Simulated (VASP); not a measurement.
# AgPt3 (Pm-3m) in VASP: further runs

The runs below take AgPt3 through electric field gradients, with LDA.

All numbers are computed with VASP 6.6.1; they aren't measurements. Logs are shortened: lines on timing, memory, paths and dates and some standing lists are left out, and cuts for length are marked.

## Step 1: The cell of the first run

Symmetry: Pm-3m, No. 221, cubic system. Conventional cell: a = 3.820 Å, b = 3.820 Å, c = 3.820 Å, α = 90.00°, β = 90.00°, γ = 90.00°. Ag (site symmetry m-3m) has 12 Pt at 2.70 Å within 3.6 Å. Within 3.6 Å of Pt (site symmetry 4/mmm) lie 4 Ag at 2.70 Å and 8 Pt at 2.70 Å.

## Step 2: Electric field gradients, LDA (volume scaled by 0.94)

Input file INCAR:

```
ALGO = Normal
EDIFF = 1E-8
ENCUT = 520
ISIF = 2
ISMEAR = -1
LASPH = T
LCHARG = F
LEFG = T
LREAL = F
LWAVE = F
NBANDS = 28
NELM = 60
PREC = Accurate
SIGMA = 0.08
```

Input file KPOINTS:

```
k-points
0
Gamma
  9 9 9
```

Input file POSCAR:

```
AgPt3
1.0
    3.8203858240      0.0000000000      0.0000000000
    0.0000000000      3.8203858240      0.0000000000
    0.0000000000      0.0000000000      3.8203858240
Ag Pt
1 3
Direct
    0.0000000000      0.0000000000      0.0000000000
    0.0000000000      0.5000000000      0.5000000000
    0.5000000000      0.0000000000      0.5000000000
    0.5000000000      0.5000000000      0.0000000000
```

Potentials or basis: VASP PAW LDA potentials, release 64 (Ag, Pt).

Run with:

```sh
$ cat potpaw_LDA.64/Ag/POTCAR potpaw_LDA.64/Pt/POTCAR > POTCAR
$ mpirun -np 1 vasp_std > vasp.out
```

OUTCAR:

```text
EDIFF = 1E-8
   ENCUT = 520
   ISIF = 2
   ISMEAR = -1
   LASPH = T
   LREAL = F
   NELM = 60
   PREC = Accurate

 ion  position               nearest neighbor table
   1  0.000  0.000  0.000-   2 2.70   3 2.70   4 2.70   2 2.70   3 2.70   2 2.70   4 2.70   2 2.70
                             3 2.70   4 2.70   3 2.70   4 2.70
   2  0.000  0.500  0.500-   1 2.70   3 2.70   4 2.70   1 2.70   4 2.70   1 2.70   3 2.70   1 2.70
                             3 2.70   4 2.70   4 2.70   3 2.70
   3  0.500  0.000  0.500-   1 2.70   2 2.70   4 2.70   1 2.70   4 2.70   2 2.70   4 2.70   4 2.70
                             1 2.70   2 2.70   1 2.70   2 2.70
   4  0.500  0.500  0.000-   1 2.70   2 2.70   3 2.70   2 2.70   3 2.70   1 2.70   3 2.70   3 2.70
                             1 2.70   2 2.70   2 2.70   1 2.70

  LATTYP: Found a simple cubic cell.
 ALAT       =     3.8203858240

  Lattice vectors:

 A1 = (   3.8203858240,   0.0000000000,   0.0000000000)
 A2 = (   0.0000000000,   3.8203858240,   0.0000000000)
 A3 = (   0.0000000000,   0.0000000000,   3.8203858240)

Analysis of symmetry for initial positions (statically):
=====================================================================
 Subroutine PRICEL returns:
 Original cell was already a primitive cell.

 Routine SETGRP: Setting up the symmetry group for a
 simple cubic supercell.

 Subroutine GETGRP returns: Found 48 space group operations
 (whereof 48 operations were pure point group operations)
 out of a pool of 48 trial point group operations.

The static configuration has the point symmetry O_h .

Analysis of symmetry for dynamics (positions and initial velocities):
=====================================================================
 Subroutine PRICEL returns:
 Original cell was already a primitive cell.

 Routine SETGRP: Setting up the symmetry group for a
 simple cubic supercell.

 Subroutine GETGRP returns: Found 48 space group operations
 (whereof 48 operations were pure point group operations)
 out of a pool of 48 trial point group operations.

The dynamic configuration has the point symmetry O_h .

 Subroutine INISYM returns: Found 48 space group operations
 (whereof 48 operations are pure point group operations),
 and found     1 'primitive' translations

----------------------------------------------------------------------------------------

                                     Primitive cell

  volume of cell :      55.7599

  direct lattice vectors                    reciprocal lattice vectors
     3.820385824  0.000000000  0.000000000     0.261753667  0.000000000  0.000000000
     0.000000000  3.820385824  0.000000000     0.000000000  0.261753667  0.000000000
     0.000000000  0.000000000  3.820385824     0.000000000  0.000000000  0.261753667

  length of vectors
     3.820385824  3.820385824  3.820385824     0.261753667  0.261753667  0.261753667

  position of ions in fractional coordinates (direct lattice)
     0.000000000  0.000000000  0.000000000
     0.000000000  0.500000000  0.500000000
     0.500000000  0.000000000  0.500000000
     0.500000000  0.500000000  0.000000000

  ion indices of the primitive-cell ions
   primitive index   ion index
                 1           1
                 2           2
                 3           3
                 4           4

----------------------------------------------------------------------------------------

 KPOINTS: k-points

Automatic generation of k-mesh.
 Grid dimensions read from file:
 generate k-points for:    9    9    9

 Generating k-lattice:

  Cartesian coordinates                     Fractional coordinates (reciprocal lattice)
     0.029083741  0.000000000  0.000000000     0.111111111  0.000000000  0.000000000
     0.000000000  0.029083741  0.000000000     0.000000000  0.111111111  0.000000000
[... 39 lines left out ...]
 [... further k-points ...]
   k-points           NKPTS =     35   k-points in BZ     NKDIM =     35   number of bands    NBANDS=     28
   number of dos      NEDOS =    301   number of ions     NIONS =      4
   total plane-waves  NPLWV =  21952
   dimension x,y,z NGX =    28 NGY =   28 NGZ =   28
   dimension x,y,z NGXF=    56 NGYF=   56 NGZF=   56
   ions per type =               1   3
   NGX,Y,Z   is equivalent  to a cutoff of  12.18, 12.18, 12.18 a.u.
   NGXF,Y,Z  is equivalent  to a cutoff of  24.37, 24.37, 24.37 a.u.
 SYSTEM =  unknown system
   PREC   = accura    normal or accurate (medium, high low for compatibility)
   ISTART =      0    job   : 0-new  1-cont  2-samecut
   ICHARG =      2    charge: 1-file 2-atom 10-const
   ISPIN  =      1    spin polarized calculation?
   LNONCOLLINEAR =      F non collinear calculations
   LSORBIT =      F    spin-orbit coupling
   LASPH  =      T    aspherical Exc in radial PAW
   ENCUT  =  520.0 eV  38.22 Ry    6.18 a.u.   7.10  7.10  7.10*2*pi/ulx,y,z
   NELM   =     60;   NELMIN=  2; NELMDL= -5     # of ELM steps
   EDIFF  = 0.1E-07   stopping-criterion for ELM
   LREAL  =      F    real-space projection
   EDIFFG = 0.1E-06   stopping-criterion for IOM
   NSW    =      0    number of steps for IOM
   IBRION =     -1    ionic relax: 0-MD 1-quasi-New 2-CG
   NFREE  =      0    steps in history (QN), initial steepest desc. (CG)
   ISIF   =      2    stress and relaxation
   ISYM   =      2    0-nonsym 1-usesym 2-fastsym
   POTIM  = 0.5000    time-step for ionic-motion
   TEBEG  =    0.0;   TEEND  =   0.0 temperature during run
   PSTRESS=    0.0 pullay stress
   NELECT =      41.0000    total number of electrons
   NUPDOWN=      -1.0000    fix difference up-down
   EMIN   =  10.00;   EMAX   =-10.00  energy-range for DOS
   EFERMI =   0.00;   METHOD = LEGACY
   ISMEAR =    -1;   SIGMA  =   0.08  broadening in eV -4-tet -1-fermi 0-gaus
   EFERMI_NEDOS =   21; number of points for ismear=-14 and -15
   IALGO  =     38    algorithm
   IMIX   =      4    mixing-type and parameters
     AMIX     =   0.40;   BMIX     =  1.00
     AMIX_MAG =   1.60;   BMIX_MAG =  1.00
  volume/ion in A,a.u.               =      13.94        94.07
  Fermi-wavevector in a.u.,A,eV,Ry     =   1.477618  2.792293 29.706355  2.183355
  Thomas-Fermi vector in A             =   2.592000
   LORBIT       =      0    0 simple, 1 ext, 2 COOP (PROOUT), +10 PAW based schemes
   GGA     = CA    functional components
   LHFCALC =     F    Hartree Fock is set to
   AEXX    =    0.0000 exact exchange contribution
   IVDW    =     0    specifies the selected vdW correction
   LEPSILON=     F    determine dielectric tensor
   LRPA    =     F    only Hartree local field effects (RPA)
 non-spin polarized calculation
  energy-cutoff  :      520.00
  volume of cell :       55.76
 maximum number of plane-waves:      1514
   NGX = 15   NGY = 15   NGZ = 15

 number of electron      40.9999991 magnetization

 Free energy of the ion-electron system (eV)
  ---------------------------------------------------
  ext. energy  EPLUGINS =         0.00000000
  ---------------------------------------------------
  free energy    TOTEN  =       -25.97104445 eV

  energy without entropy =      -25.90766839  energy(sigma->0) =      -25.93935642

 E-fermi :  12.0851     XC(G=0): -14.0631

 val. band max:       12.0816238414   @ k =   0.4444   0.4444   0.3333
 cond. band min:      12.0977927418   @ k =   0.4444   0.2222   0.1111
 fundamental gap:      0.0161689004
 Fermi energy:        12.0851299266

 k-point     1 :       0.0000    0.0000    0.0000
  band No.  band energies     occupation
      1       1.6102      2.00000
      2       4.3534      2.00000
      3       4.3534      2.00000
      4       4.5017      2.00000
      5       4.8030      2.00000
      6       4.8030      2.00000
[... 733 lines left out ...]
     27      23.4452      0.00000
     28      24.5750      0.00000

 [... further k-points ...]
[... 5 lines left out ...]
  --------------------------------------------------------------------------------------
  -------------------------------------------------------------------------------------
  Total        8.0133388      8.0133388      8.0133388      0.0000000      0.0000000     -0.0000000
  in kB      230.2514708    230.2514708    230.2514708      0.0000000      0.0000000     -0.0000000
  external PRESSURE =     230.2514708 kB  Pullay stress =       0.0000000 kB

 VOLUME and BASIS-vectors are now :
 -----------------------------------------------------------------------------
  energy-cutoff  :      520.00
  volume of cell :       55.76
      direct lattice vectors                 reciprocal lattice vectors
     3.820385824  0.000000000  0.000000000     0.261753667  0.000000000  0.000000000
     0.000000000  3.820385824  0.000000000     0.000000000  0.261753667  0.000000000
     0.000000000  0.000000000  3.820385824     0.000000000  0.000000000  0.261753667

 POSITION                                       TOTAL-FORCE (eV/Angst)
 -----------------------------------------------------------------------------------
      0.00000      0.00000      0.00000         0.000000      0.000000      0.000000
      0.00000      1.91019      1.91019         0.000000      0.000000      0.000000
      1.91019      0.00000      1.91019         0.000000      0.000000      0.000000
      1.91019      1.91019      0.00000         0.000000      0.000000      0.000000
 -----------------------------------------------------------------------------------
    total drift:                                0.000000      0.000000      0.000000

  FREE ENERGIE OF THE ION-ELECTRON SYSTEM (eV)
  ---------------------------------------------------
  free  energy   TOTEN  =       -25.9710444507 eV

  energy  without entropy=      -25.9076683874  energy(sigma->0) =      -25.93935642

 Electric field gradients (V/A^2)
---------------------------------------------------------------------
 ion       V_xx      V_yy      V_zz      V_xy      V_xz      V_yz
---------------------------------------------------------------------
   1       0.000     0.000    -0.000    -0.000    -0.000    -0.000
   2     -22.144    11.072    11.072    -0.000    -0.000    -0.000
   3      11.072   -22.144    11.072     0.000    -0.000    -0.000
   4      11.072    11.072   -22.144     0.000    -0.000     0.000
---------------------------------------------------------------------

 Electric field gradients after diagonalization (V/A^2)
 (convention: |V_zz| > |V_xx| > |V_yy|)
----------------------------------------------------------------------
 ion       V_xx      V_yy      V_zz     asymmetry (V_yy - V_xx)/ V_zz
----------------------------------------------------------------------
   1       0.000     0.000    -0.000       0.230
   2      11.072    11.072   -22.144       0.000
   3      11.072    11.072   -22.144       0.000
   4      11.072    11.072   -22.144       0.000
----------------------------------------------------------------------

           NMR quadrupolar parameters

 Cq : quadrupolar parameter    Cq=e*Q*V_zz/h
 eta: asymmetry parameters     (V_yy - V_xx)/ V_zz
 Q  : nuclear electric quadrupole moment in mb (millibarn)
----------------------------------------------------------------------
 ion       Cq(MHz)       eta       Q (mb)
----------------------------------------------------------------------
   1      -0.000       0.230       1.000
   2      -0.054       0.000       1.000
   3      -0.054       0.000       1.000
   4      -0.054       0.000       1.000
----------------------------------------------------------------------
```

Run time: 19 s. Hardware: 1 thread of Intel Xeon 6975P-C (Granite Rapids), shared host; peak memory 0.17 GiB.

What came out:

- Free energy: -25.9710 eV
- Pressure: 23.0 GPa

Electric field gradients, principal values (V/Å²):
| atom | least | middle | greatest (by size) |
| --- | --- | --- | --- |
| 1 Ag | 0.000 | 0.000 | 0.000 |
| 2 Pt | 11.072 | 11.072 | -22.144 |
| 3 Pt | 11.072 | 11.072 | -22.144 |
| 4 Pt | 11.072 | 11.072 | -22.144 |

Caveat: without QUAD_EFG the Cq values of the log hold for a quadrupole moment of 1 mb, not for the nuclei; spin-orbit coupling is left out, which moves the levels of the heavy elements.

## Step 3: Electric field gradients, LDA (volume scaled by 0.98)

Input file INCAR:

```
SYSTEM = AgPt3
  PREC = Accurate
  ENCUT = 520
  EDIFF = 1E-8
  ISMEAR = -1
  SIGMA = 0.08
  LREAL = .False.
  LASPH = .True.
  NELM = 100
  ALGO = Normal
  ISIF = 2
  LWAVE = .False.
  LCHARG = .False.
  GGA = CA
  LEFG = .True.
  NBANDS = 28
```

Input file KPOINTS:

```
regular mesh
0
Gamma
  9 9 9
  0 0 0
```

Input file POSCAR:

```
AgPt3
1.0
    3.8738247147      0.0000000000      0.0000000000
    0.0000000000      3.8738247147      0.0000000000
    0.0000000000      0.0000000000      3.8738247147
Ag Pt
1 3
Direct
    0.0000000000      0.0000000000      0.0000000000
    0.0000000000      0.5000000000      0.5000000000
    0.5000000000      0.0000000000      0.5000000000
    0.5000000000      0.5000000000      0.0000000000
```

Potentials or basis: VASP PAW LDA potentials, release 64 (Ag, Pt).

Run with:

```sh
$ cat potpaw_LDA.64/Ag/POTCAR potpaw_LDA.64/Pt/POTCAR > POTCAR
$ mpirun -np 1 vasp_std > vasp.out
```

OUTCAR:

```text
SYSTEM = AgPt3
   PREC = Accurate
   ENCUT = 520
   EDIFF = 1E-8
   ISMEAR = -1
   LREAL = .False.
   LASPH = .True.
   NELM = 100
   ISIF = 2
   GGA = CA

 ion  position               nearest neighbor table
   1  0.000  0.000  0.000-   2 2.74   3 2.74   4 2.74   2 2.74   3 2.74   2 2.74   4 2.74   2 2.74
                             3 2.74   4 2.74   3 2.74   4 2.74
   2  0.000  0.500  0.500-   1 2.74   3 2.74   4 2.74   1 2.74   4 2.74   1 2.74   3 2.74   1 2.74
                             3 2.74   4 2.74   4 2.74   3 2.74
   3  0.500  0.000  0.500-   1 2.74   2 2.74   4 2.74   1 2.74   4 2.74   2 2.74   4 2.74   4 2.74
                             1 2.74   2 2.74   1 2.74   2 2.74
   4  0.500  0.500  0.000-   1 2.74   2 2.74   3 2.74   2 2.74   3 2.74   1 2.74   3 2.74   3 2.74
                             1 2.74   2 2.74   2 2.74   1 2.74

  LATTYP: Found a simple cubic cell.
 ALAT       =     3.8738247147

  Lattice vectors:

 A1 = (   3.8738247147,   0.0000000000,   0.0000000000)
 A2 = (   0.0000000000,   3.8738247147,   0.0000000000)
 A3 = (   0.0000000000,   0.0000000000,   3.8738247147)

[... 953 lines left out ...]
      0.00000      1.93691      1.93691         0.000000      0.000000      0.000000
      1.93691      0.00000      1.93691         0.000000      0.000000      0.000000
      1.93691      1.93691      0.00000         0.000000      0.000000      0.000000
 -----------------------------------------------------------------------------------
    total drift:                                0.000000      0.000000     -0.000000

  FREE ENERGIE OF THE ION-ELECTRON SYSTEM (eV)
  ---------------------------------------------------
  free  energy   TOTEN  =       -26.2042997742 eV

  energy  without entropy=      -26.1367780279  energy(sigma->0) =      -26.17053890

 Electric field gradients (V/A^2)
---------------------------------------------------------------------
 ion       V_xx      V_yy      V_zz      V_xy      V_xz      V_yz
---------------------------------------------------------------------
   1       0.000    -0.000    -0.000    -0.000     0.000     0.000
   2     -17.626     8.813     8.813     0.000     0.000     0.000
   3       8.813   -17.626     8.813    -0.000     0.000    -0.000
   4       8.813     8.813   -17.626    -0.000    -0.000    -0.000
---------------------------------------------------------------------

 Electric field gradients after diagonalization (V/A^2)
 (convention: |V_zz| > |V_xx| > |V_yy|)
----------------------------------------------------------------------
 ion       V_xx      V_yy      V_zz     asymmetry (V_yy - V_xx)/ V_zz
----------------------------------------------------------------------
   1       0.000    -0.000    -0.000       0.248
   2       8.813     8.813   -17.626       0.000
   3       8.813     8.813   -17.626       0.000
   4       8.813     8.813   -17.626       0.000
----------------------------------------------------------------------

           NMR quadrupolar parameters

 Cq : quadrupolar parameter    Cq=e*Q*V_zz/h
 eta: asymmetry parameters     (V_yy - V_xx)/ V_zz
 Q  : nuclear electric quadrupole moment in mb (millibarn)
----------------------------------------------------------------------
 ion       Cq(MHz)       eta       Q (mb)
----------------------------------------------------------------------
   1      -0.000       0.248       1.000
   2      -0.043       0.000       1.000
   3      -0.043       0.000       1.000
   4      -0.043       0.000       1.000
----------------------------------------------------------------------
```

Run time: 21 s. Hardware: 1 thread of Intel Xeon 6975P-C (Granite Rapids), shared host; peak memory 0.18 GiB.

What came out:

- Free energy: -26.2043 eV
- Pressure: 8.8 GPa

Levels at points of the mesh, in eV from the Fermi level:
| k point | band 18 | band 19 | band 20 | band 21 | band 22 | band 23 |
| --- | --- | --- | --- | --- | --- | --- |
| (0.00, 0.00, 0.00) | 0.35 | 0.80 | 0.80 | 0.80 | 1.91 | 1.91 |

Electric field gradients, principal values (V/Å²):
```tsv
atom	least	middle	greatest (by size)
1 Ag	0.000	0.000	0.000
2 Pt	8.813	8.813	-17.626
3 Pt	8.813	8.813	-17.626
4 Pt	8.813	8.813	-17.626
```

Caveat: without QUAD_EFG the Cq values of the log hold for a quadrupole moment of 1 mb, not for the nuclei; spin-orbit coupling is left out, which moves the levels of the heavy elements.

(Continued in part 2 of 3.)
